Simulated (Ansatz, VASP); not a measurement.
# Bi in VASP and in Ansatz

```xyz
1
Lattice="-1.9568 1.9568 1.9568 1.9568 -1.9568 1.9568 1.9568 1.9568 -1.9568" Properties=species:S:1:pos:R:3 pbc="T T T"
Bi    0.0000    0.0000    0.0000
```

Alike in both runs: task relaxation of cell and atoms; functional PBEsol; k mesh 16 × 16 × 16; occupations fermi-dirac, width 0.15 eV; no spin polarisation.

|  | VASP | Ansatz |
| --- | --- | --- |
| version | VASP 6.6.1 | Ansatz 0.2.0 |
| potentials or method | VASP PAW PBE potentials, release 64 (Bi_d), cutoff 600 eV | scalar-relativistic, plane waves, PAW |
| valence electrons in the cell | 15 | 15 |

|  | VASP | Ansatz | Ansatz less VASP |
| --- | --- | --- | --- |
| gap on the k mesh at the Fermi level, each at its own relaxed structure (eV) | none | none | - |
| relaxed volume (Å³/atom) | 30.06 | 30.05 | -0.003 |
| relaxed cell length with the largest relative difference (Å) | 3.393 | 3.392 | -0.0001 |

VASP's potentials were made for PBE, not for PBEsol. A gap of «none» marks a metal or a gap that the smearing closes.

Neither program's run includes spin-orbit coupling.
